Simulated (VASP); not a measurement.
Input of a VASP 6.6.1 run:

The input INCAR:

```
PREC = Accurate
ENCUT = 520
EDIFF = 1E-8
ISMEAR = -1
SIGMA = 0.05
LREAL = False
LASPH = True
NELM = 60
ALGO = Normal
ISIF = 2
LWAVE = False
LCHARG = False
GGA = PE
LEFG = True
NBANDS = 14
```

The input KPOINTS:

```
Automatic mesh
0
Gamma
  14 14 8
```

File POSCAR:

```
Re
1.0
    2.6549590938      0.0000000000      0.0000000000
   -1.3274795469      2.2992620212      0.0000000000
    0.0000000000      0.0000000000      4.1620000000
Re
2
Direct
    0.3333333333      0.6666666667      0.2500000000
    0.6666666667      0.3333333333      0.7500000000
```

Potentials or basis: VASP PAW PBE potentials, release 64 (Re).

Run with:

```sh
$ cat potpaw_PBE.64/Re/POTCAR > POTCAR
$ mpirun -np 1 vasp_std > vasp.out
```

Problem. Predict the band gap on the k mesh.

Solution. Zero (bands 7 and 8 overlap by 4.13 eV).

Problem. Predict the pressure.

Solution. 86.5 GPa.

Stress tensor (GPa, compression positive):
```
 78.97   0.00   0.00
  0.00  78.97   0.00
  0.00   0.00 101.44
```

Caveat: the cell differs from its parent crystal (equal xx and yy strain of +2 %); the stress differs along the axes, from 79 to 101 GPa; without QUAD_EFG the Cq values of the log hold for a quadrupole moment of 1 mb, not for the nuclei; spin-orbit coupling is left out, which moves the levels of the heavy elements.
